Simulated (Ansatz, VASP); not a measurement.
# TaAgS2: VASP beside Ansatz

```
Ta Ag S
1.0
     3.77914    0.00000    0.00000
    -1.88957    3.27283    0.00000
     0.00000    0.00000    5.85766
Ta Ag S
1 1 2
Direct
  0.00000 0.00000 0.50000
  0.00000 0.00000 0.00000
  0.33333 0.66667 0.25000
  0.66667 0.33333 0.75000
```

Alike in both runs: task single point; functional PBE; k mesh 6 × 6 × 4; occupations gaussian, width 0.1 eV; no spin polarisation.

|  | VASP | Ansatz |
| --- | --- | --- |
| version | VASP 6.6.1 | Ansatz 0.2.0 |
| potentials or method | VASP PAW PBE potentials, release 64 (Ta_pv, Ag, S), cutoff 520 eV | scalar-relativistic, plane waves, PAW |
| valence electrons in the cell | 34 | 44 |

Ansatz gave:

* gap on the k mesh at the Fermi level (eV): none
* pressure (GPa): -2.2
* traceless stress, the component that is largest in VASP (GPa): 6.14
* rms of the force components (eV/Å): 0.692

Question: What did VASP give for the same quantities?

Answer: gap on the k mesh at the Fermi level (eV): none; pressure (GPa): -2.3; traceless stress, the component that is largest in VASP (GPa): 6.15; rms of the force components (eV/Å): 0.687.

Atom by atom the forces differ by 0.005 eV/Å (rms over components). A gap of «none» marks a metal or a gap that the smearing closes. VASP's potentials hold 34 valence electrons a cell and Ansatz's 44, so a difference there can come from the potentials and not from the codes.

Neither program's run includes spin-orbit coupling.
